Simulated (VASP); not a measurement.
# Sb3Pd (P6_3/mmc) in VASP: relaxation of cell and atoms with PBE

Aim: the relaxation of cell and atoms of Sb3Pd with PBE.

All numbers are computed with VASP 6.6.1; they aren't measurements. Logs are shortened: lines on timing, memory, paths and dates and some standing lists are left out, and cuts for length are marked.

### 1 The cell of the first run

It takes space group P6_3/mmc (No. 194, hexagonal). The conventional cell has a = 6.585 Å, b = 6.585 Å, c = 5.286 Å, α = 90.00°, β = 90.00°, γ = 120.00°. Within 4.3 Å of Sb (site symmetry mm2) lie 4 Pd at 3.25 to 3.29 Å and 8 Sb at 3.26 to 3.30 Å. Pd (site symmetry -6m2) has 12 Sb at 3.25 to 3.29 Å within 4.3 Å.

### 2 Relaxation of cell and atoms, PBE

INCAR reads:

```
SYSTEM = Sb3Pd
PREC = Accurate ; ENCUT = 630
EDIFF = 1E-7 ; ISMEAR = 0
SIGMA = 0.1 ; LREAL = .FALSE.
LASPH = .TRUE. ; NELM = 120
ALGO = Normal ; ISIF = 3
LWAVE = .FALSE. ; LCHARG = .FALSE.
GGA = PE ; IBRION = 2
NSW = 90 ; EDIFFG = -0.04
GGA_COMPAT = .FALSE. ; NELMIN = 4
```

KPOINTS reads:

```
Automatic mesh
0
G
  3 3 4
  0 0 0
```

POSCAR reads:

```
Sb3Pd
1.0
    6.5851807155      0.0000000000      0.0000000000
   -3.2925903578      5.7029337882      0.0000000000
    0.0000000000      0.0000000000      5.2856235670
Sb Pd
6 2
Direct
    0.8330000000      0.6660000000      0.2500000000
    0.1670000000      0.8330000000      0.7500000000
    0.3340000000      0.1670000000      0.2500000000
    0.1670000000      0.3340000000      0.7500000000
    0.8330000000      0.1670000000      0.2500000000
    0.6660000000      0.8330000000      0.7500000000
    0.3333333333      0.6666666667      0.2500000000
    0.6666666667      0.3333333333      0.7500000000
```

Potentials or basis: VASP PAW PBE potentials, release 64 (Sb_d_GW, Pd_sv_GW).

Command:

```sh
cat potpaw_PBE.64/Sb_d_GW/POTCAR potpaw_PBE.64/Pd_sv_GW/POTCAR > POTCAR
mpirun -np 1 vasp_std > vasp.out
```

OUTCAR:

```text
SYSTEM = Sb3Pd
   PREC = Accurate
   ENCUT = 630
   EDIFF = 1E-7
   ISMEAR = 0
   LREAL = .FALSE.
   LASPH = .TRUE.
   NELM = 120
   ISIF = 3
   GGA = PE
   IBRION = 2
   NSW = 90
   EDIFFG = -0.04
   NELMIN = 4

 ion  position               nearest neighbor table
   1  0.833  0.666  0.250-   2 3.26   2 3.26   6 3.26   6 3.26   3 3.29   5 3.29   3 3.30   5 3.30

   2  0.167  0.833  0.750-   1 3.26   1 3.26   3 3.26   3 3.26   6 3.29   4 3.29   6 3.30   4 3.30

   3  0.334  0.167  0.250-   4 3.26   4 3.26   2 3.26   2 3.26   5 3.29   1 3.29   5 3.30   1 3.30

   4  0.167  0.334  0.750-   5 3.26   5 3.26   3 3.26   3 3.26   6 3.29   2 3.29   6 3.30   2 3.30

   5  0.833  0.167  0.250-   4 3.26   4 3.26   6 3.26   6 3.26   3 3.29   1 3.29   3 3.30   1 3.30

   6  0.666  0.833  0.750-   1 3.26   1 3.26   5 3.26   5 3.26   2 3.29   4 3.29   2 3.30   4 3.30

   7  0.333  0.667  0.250-
   8  0.667  0.333  0.750-

  LATTYP: Found a hexagonal cell.
 ALAT       =     6.5851807155
 C/A-ratio  =     0.8026542923

  Lattice vectors:

 A1 = (   6.5851807155,   0.0000000000,   0.0000000000)
 A2 = (  -3.2925903578,   5.7029337882,   0.0000000000)
 A3 = (   0.0000000000,   0.0000000000,   5.2856235670)

Analysis of symmetry for initial positions (statically):
=====================================================================
 Subroutine PRICEL returns:
 Original cell was already a primitive cell.

 Routine SETGRP: Setting up the symmetry group for a
 hexagonal supercell.

 Subroutine GETGRP returns: Found 24 space group operations
 (whereof 12 operations were pure point group operations)
 out of a pool of 24 trial point group operations.

The static configuration has the point symmetry D_3d.
 The point group associated with its full space group is D_6h.

Analysis of symmetry for dynamics (positions and initial velocities):
=====================================================================
 Subroutine PRICEL returns:
 Original cell was already a primitive cell.

 Routine SETGRP: Setting up the symmetry group for a
 hexagonal supercell.

 Subroutine GETGRP returns: Found 24 space group operations
 (whereof 12 operations were pure point group operations)
 out of a pool of 24 trial point group operations.

The dynamic configuration has the point symmetry D_3d.
 The point group associated with its full space group is D_6h.

 Subroutine INISYM returns: Found 24 space group operations
 (whereof 12 operations are pure point group operations),
 and found     1 'primitive' translations

----------------------------------------------------------------------------------------

                                     Primitive cell

  volume of cell :     198.5008

  direct lattice vectors                    reciprocal lattice vectors
     6.585180715  0.000000000  0.000000000     0.151856121  0.087674172  0.000000000
    -3.292590358  5.702933788  0.000000000     0.000000000  0.175348345  0.000000000
     0.000000000  0.000000000  5.285623567     0.000000000  0.000000000  0.189192436

  length of vectors
     6.585180715  6.585180716  5.285623567     0.175348345  0.175348345  0.189192436

  position of ions in fractional coordinates (direct lattice)
     0.833000000  0.666000000  0.250000000
     0.167000000  0.833000000  0.750000000
     0.334000000  0.167000000  0.250000000
     0.167000000  0.334000000  0.750000000
     0.833000000  0.167000000  0.250000000
     0.666000000  0.833000000  0.750000000
     0.333333333  0.666666667  0.250000000
     0.666666667  0.333333333  0.750000000

  ion indices of the primitive-cell ions
   primitive index   ion index
                 1           1
                 2           2
                 3           3
                 4           4
                 5           5
                 6           6
                 7           7
                 8           8

----------------------------------------------------------------------------------------

 KPOINTS: Automatic mesh

Automatic generation of k-mesh.
 Grid dimensions read from file:
 generate k-points for:    3    3    4

 Generating k-lattice:

  Cartesian coordinates                     Fractional coordinates (reciprocal lattice)
     0.050618707  0.029224724  0.000000000     0.333333333  0.000000000  0.000000000
     0.000000000  0.058449448  0.000000000     0.000000000  0.333333333  0.000000000
     0.000000000  0.000000000  0.047298109     0.000000000  0.000000000  0.250000000

  Length of vectors
     0.058449448  0.058449448  0.047298109

  Shift w.r.t. Gamma in fractional coordinates (k-lattice)
     0.000000000  0.000000000  0.000000000

 Subroutine IBZKPT returns following result:
 ===========================================

 Found      9 irreducible k-points:

 Following reciprocal coordinates:
            Coordinates               Weight
  0.000000  0.000000  0.000000      1.000000
  0.333333  0.000000  0.000000      6.000000
  0.333333  0.333333  0.000000      2.000000
  0.000000  0.000000  0.250000      2.000000
  0.333333  0.000000  0.250000     12.000000
  0.333333  0.333333  0.250000      4.000000
  0.000000  0.000000  0.500000      1.000000
  0.333333  0.000000  0.500000      6.000000
  0.333333  0.333333  0.500000      2.000000
   k-points           NKPTS =      9   k-points in BZ     NKDIM =      9   number of bands    NBANDS=     75
   number of dos      NEDOS =    301   number of ions     NIONS =      8
   total plane-waves  NPLWV = 139968
   dimension x,y,z NGX =    54 NGY =   54 NGZ =   48
   dimension x,y,z NGXF=   108 NGYF=  108 NGZF=   96
   ions per type =               6   2
   NGX,Y,Z   is equivalent  to a cutoff of  13.63, 13.63, 15.10 a.u.
   NGXF,Y,Z  is equivalent  to a cutoff of  27.27, 27.27, 30.19 a.u.
 SYSTEM =  Sb3Pd
   PREC   = accura    normal or accurate (medium, high low for compatibility)
   ISTART =      0    job   : 0-new  1-cont  2-samecut
   ICHARG =      2    charge: 1-file 2-atom 10-const
   ISPIN  =      1    spin polarized calculation?
   LNONCOLLINEAR =      F non collinear calculations
   LSORBIT =      F    spin-orbit coupling
   LASPH  =      T    aspherical Exc in radial PAW
   ENCUT  =  630.0 eV  46.30 Ry    6.80 a.u.  13.48 13.48 10.82*2*pi/ulx,y,z
   NELM   =    120;   NELMIN=  4; NELMDL= -5     # of ELM steps
   EDIFF  = 0.1E-06   stopping-criterion for ELM
   LREAL  =      F    real-space projection
   EDIFFG = -.4E-01   stopping-criterion for IOM
   NSW    =     90    number of steps for IOM
   IBRION =      2    ionic relax: 0-MD 1-quasi-New 2-CG
   NFREE  =      1    steps in history (QN), initial steepest desc. (CG)
   ISIF   =      3    stress and relaxation
   ISYM   =      2    0-nonsym 1-usesym 2-fastsym
   POTIM  = 0.5000    time-step for ionic-motion
   TEBEG  =    0.0;   TEEND  =   0.0 temperature during run
   PSTRESS=    0.0 pullay stress
   NELECT =     126.0000    total number of electrons
   NUPDOWN=      -1.0000    fix difference up-down
   EMIN   =  10.00;   EMAX   =-10.00  energy-range for DOS
   EFERMI =   0.00;   METHOD = LEGACY
   ISMEAR =     0;   SIGMA  =   0.10  broadening in eV -4-tet -1-fermi 0-gaus
   EFERMI_NEDOS =   21; number of points for ismear=-14 and -15
   IALGO  =     38    algorithm
   IMIX   =      4    mixing-type and parameters
     AMIX     =   0.40;   BMIX     =  1.00
     AMIX_MAG =   1.60;   BMIX_MAG =  1.00
  volume/ion in A,a.u.               =      24.81       167.44
  Fermi-wavevector in a.u.,A,eV,Ry     =   1.406947  2.658743 26.932713  1.979499
  Thomas-Fermi vector in A             =   2.529255
   LORBIT       =      0    0 simple, 1 ext, 2 COOP (PROOUT), +10 PAW based schemes
   GGA     = PE    functional components
   LHFCALC =     F    Hartree Fock is set to
   AEXX    =    0.0000 exact exchange contribution
   IVDW    =     0    specifies the selected vdW correction
   LEPSILON=     F    determine dielectric tensor
   LRPA    =     F    only Hartree local field effects (RPA)
 conjugate gradient relaxation of ions
 non-spin polarized calculation
 Gauss-broadening in eV      SIGMA  =   0.10
  energy-cutoff  :      630.00
  volume of cell :      198.50
 maximum number of plane-waves:      7210
 NGX is ok and might be reduce to    54
   NGX = 27   NGY = 27   NGZ = 21

--------------------------------------- Ionic step        1  -------------------------------------------

 number of electron     125.9999986 magnetization

 Free energy of the ion-electron system (eV)
  ---------------------------------------------------
  ext. energy  EPLUGINS =         0.00000000
  ---------------------------------------------------
  free energy    TOTEN  =       -30.87573890 eV

  energy without entropy =      -30.84589650  energy(sigma->0) =      -30.86081770

------------------------ aborting loop because EDIFF is reached ----------------------------------------

  FORCE on cell =-STRESS in cart. coord.  units (eV):
  Direction    XX          YY          ZZ          XY          YZ          ZX
  --------------------------------------------------------------------------------------
  -------------------------------------------------------------------------------------
  Total       -4.1017990     -4.1017990     -0.8039533      0.0000000      0.0000000      0.0000000
  in kB      -33.1072191    -33.1072191     -6.4890203      0.0000000      0.0000000      0.0000000
  external PRESSURE =     -24.2344861 kB  Pullay stress =       0.0000000 kB

 VOLUME and BASIS-vectors are now :
 -----------------------------------------------------------------------------
  energy-cutoff  :      630.00
  volume of cell :      198.50
      direct lattice vectors                 reciprocal lattice vectors
     6.585180715  0.000000000  0.000000000     0.151856121  0.087674172  0.000000000
    -3.292590358  5.702933788  0.000000000     0.000000000  0.175348345  0.000000000
     0.000000000  0.000000000  5.285623567     0.000000000  0.000000000  0.189192436
[... 253 lines left out ...]
 POSITION                                       TOTAL-FORCE (eV/Angst)
 -----------------------------------------------------------------------------------
      3.19802      3.59293      1.35669        -0.000000      0.012302      0.000000
     -1.51256      4.56603      4.07007        -0.010653      0.006151      0.000000
      1.68546      0.97310      1.35669        -0.010653     -0.006151      0.000000
     -0.00000      1.94620      4.07007         0.000000     -0.012302     -0.000000
      4.71058      0.97310      1.35669         0.010653     -0.006151     -0.000000
      1.51256      4.56603      4.07007         0.010653      0.006151     -0.000000
     -0.00000      3.69275      1.35669        -0.000000      0.000000      0.000000
      3.19802      1.84638      4.07007         0.000000      0.000000      0.000000
 -----------------------------------------------------------------------------------
    total drift:                                0.000000     -0.000000      0.000000

  FREE ENERGIE OF THE ION-ELECTRON SYSTEM (eV)
  ---------------------------------------------------
  free  energy   TOTEN  =       -31.3125397925 eV

  energy  without entropy=      -31.3017979313  energy(sigma->0) =      -31.30716886

--------------------------------------- Ionic step        8  -------------------------------------------

 number of electron     126.0000070 magnetization

 Free energy of the ion-electron system (eV)
  ---------------------------------------------------
  ext. energy  EPLUGINS =         0.00000000
  ---------------------------------------------------
  free energy    TOTEN  =       -31.31368729 eV

  energy without entropy =      -31.30308439  energy(sigma->0) =      -31.30838584

 E-fermi :   6.8232     XC(G=0): -11.0467

 val. band max:        6.8041037351   @ k =   0.3333   0.3333   0.5000
 cond. band min:       6.9139385730   @ k =   0.3333   0.0000   0.0000
 fundamental gap:      0.1098348379
 Fermi energy:         6.8232432342

 k-point     1 :       0.0000    0.0000    0.0000
  band No.  band energies     occupation
      1     -77.2004      2.00000
      2     -77.2004      2.00000
      3     -42.9805      2.00000
      4     -42.9805      2.00000
      5     -42.9803      2.00000
      6     -42.9803      2.00000
[... 713 lines left out ...]
 POSITION                                       TOTAL-FORCE (eV/Angst)
 -----------------------------------------------------------------------------------
      3.19509      3.59035      1.35961        -0.000000      0.025636      0.000000
     -1.51179      4.56220      4.07883        -0.022202      0.012818      0.000000
      1.68329      0.97185      1.35961        -0.022202     -0.012818      0.000000
     -0.00000      1.94370      4.07883         0.000000     -0.025636     -0.000000
      4.70688      0.97185      1.35961         0.022202     -0.012818     -0.000000
      1.51179      4.56220      4.07883         0.022202      0.012818     -0.000000
     -0.00000      3.68937      1.35961        -0.000000     -0.000000      0.000000
      3.19509      1.84468      4.07883        -0.000000     -0.000000      0.000000
 -----------------------------------------------------------------------------------
    total drift:                                0.000000     -0.000000      0.000000

  FREE ENERGIE OF THE ION-ELECTRON SYSTEM (eV)
  ---------------------------------------------------
  free  energy   TOTEN  =       -31.3136872902 eV

  energy  without entropy=      -31.3030843884  energy(sigma->0) =      -31.30838584

 reached required accuracy - stopping structural energy minimisation
```

Wall time 21 min (1 thread of AMD EPYC 9R45 (Zen 5), shared host); peak memory 0.48 GiB.

Results:

```yaml
Free_energy: -31.3137 eV
Relaxed_volume: 24.04 Å³/atom
Relaxed_cell: a = 6.390 Å, b = 6.390 Å, c = 5.438 Å, α = 90.00°, β = 90.00°, γ = 120.00°
Space_group_after_relaxing_to_0.1_Å: P6_3/mmc (No. 194)
Energy_gained_by_relaxing: 54.7 meV/atom
Ionic_steps: 8
Pressure_after_relaxing: 0.0 GPa
Largest_force_after_relaxing: 0.026 eV/Å
Band_gap_on_the_k_mesh: zero (bands 63 and 64 overlap by 2.27 eV)
```

Forces in eV/Å, atoms in the order of the input:
```
Sb   0.000  0.026  0.000
Sb  -0.022  0.013  0.000
Sb  -0.022 -0.013  0.000
Sb   0.000 -0.026  0.000
Sb   0.022 -0.013  0.000
Sb   0.022  0.013  0.000
Pd   0.000  0.000  0.000
Pd   0.000  0.000  0.000
```

Step by step:
| step | energy change (eV) | largest force (eV/Å) | pressure (GPa) | volume (Å³) |
| --- | --- | --- | --- | --- |
| 1 | 0.0000 | 0.8368 | -2.42 | 198.50 |
| 2 | -0.2759 | 0.5761 | 1.05 | 187.89 |
| 3 | -0.2912 | 0.4540 | 2.38 | 184.95 |
| 4 | -0.4204 | 0.0778 | 1.44 | 188.72 |
| 5 | -0.4211 | 0.1233 | 1.39 | 189.01 |
| 6 | -0.4273 | 0.0656 | -1.03 | 194.86 |
| 7 | -0.4368 | 0.0123 | -0.01 | 192.26 |
| 8 | -0.4379 | 0.0256 | -0.03 | 192.32 |

Final structure:
```
Sb Pd
1.0
     6.39017    0.00000    0.00000
    -3.19509    5.53405    0.00000
     0.00000    0.00000    5.43845
Sb Pd
6 2
Direct
  0.82439 0.64877 0.25000
  0.17561 0.82439 0.75000
  0.35123 0.17561 0.25000
  0.17561 0.35123 0.75000
  0.82439 0.17561 0.25000
  0.64877 0.82439 0.75000
  0.33333 0.66667 0.25000
  0.66667 0.33333 0.75000
```

Caveat: the k points lie up to 0.38 Å⁻¹ apart in the final cell, too coarse for converged energies and pressures of a metal; spin-orbit coupling is left out, which moves the levels of the heavy elements.

The gap in the log of VASP goes by the Fermi energy; the results here count the filled bands.